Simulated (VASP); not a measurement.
Crystal: LiH.

```
Li H
1.0
     0.00000    2.07112    2.07112
     2.07112    0.00000    2.07112
     2.07112    2.07112    0.00000
Li H
1 1
Direct
  0.00000 0.00000 0.00000
  0.25000 0.25000 0.25000
```

This cell differs from its parent crystal: strain -3.5%.

Base run:

```yaml
Program: VASP 6.6.1
Functional: HSE06
Potentials_or_basis: VASP PAW PBE potentials, release 64 (Li_sv, H)
Cutoff: 520 eV
k_mesh: 8 × 8 × 8
Occupations: gaussian, width 0.01 eV
Spin: no spin polarisation
```

Its results: band gap on the k mesh 5.43 eV, indirect (least direct gap 6.68 eV).

Problem. The run is repeated on the same cell with these changes: functional from HSE06 to r2SCAN; k mesh from 8 × 8 × 8 to 10 × 10 × 10. What comes out?

Solution. Band gap on the k mesh 4.97 eV, indirect (least direct gap 6.08 eV).

Several settings changed at once, so the effect can't be laid on one alone.

A k mesh can miss the band edges.
